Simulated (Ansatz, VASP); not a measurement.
# HfO2: VASP beside Ansatz

```xyz
6
Lattice="4.8299 0.0000 0.0000 0.0000 4.8299 0.0000 0.0000 0.0000 3.2171" Properties=species:S:1:pos:R:3 pbc="T T T"
Hf    0.0000    0.0000    0.0000
Hf    2.4149    2.4149    1.6085
O     0.9416    3.8883    1.6085
O     1.4734    1.4734    0.0000
O     3.3565    3.3565    0.0000
O     3.8883    0.9416    1.6085
```

Alike in both runs: functional r2SCAN; dispersion D4; k mesh 6 × 6 × 8; occupations fermi-dirac, width 0.02 eV; no spin polarisation.

Ansatz relaxed the structure, and its values are those at the end. VASP's run is a single point on that final structure, the one shown.

|  | VASP | Ansatz |
| --- | --- | --- |
| version | VASP 6.6.1 | Ansatz 0.2.0 |
| potentials or method | VASP PAW PBE potentials, release 64 (Hf_pv, O) | plane waves, PAW |
| plane-wave cutoff (eV) | 520 | 500 |
| valence electrons in the cell | 44 | 76 |

VASP gave:

| Property | Result |
| --- | --- |
| pressure (GPa) | -3.2 |
| rms of the force components (eV/Å) | 0.023 |

Task: Which values does Ansatz return?

Result: Pressure (GPa): 0.0; rms of the force components (eV/Å): 0.001.

VASP's potentials were made for PBE, not for r2SCAN. VASP's potentials hold 44 valence electrons a cell and Ansatz's 76, so a difference there can come from the potentials and not from the codes.

Spin-orbit coupling is off throughout.
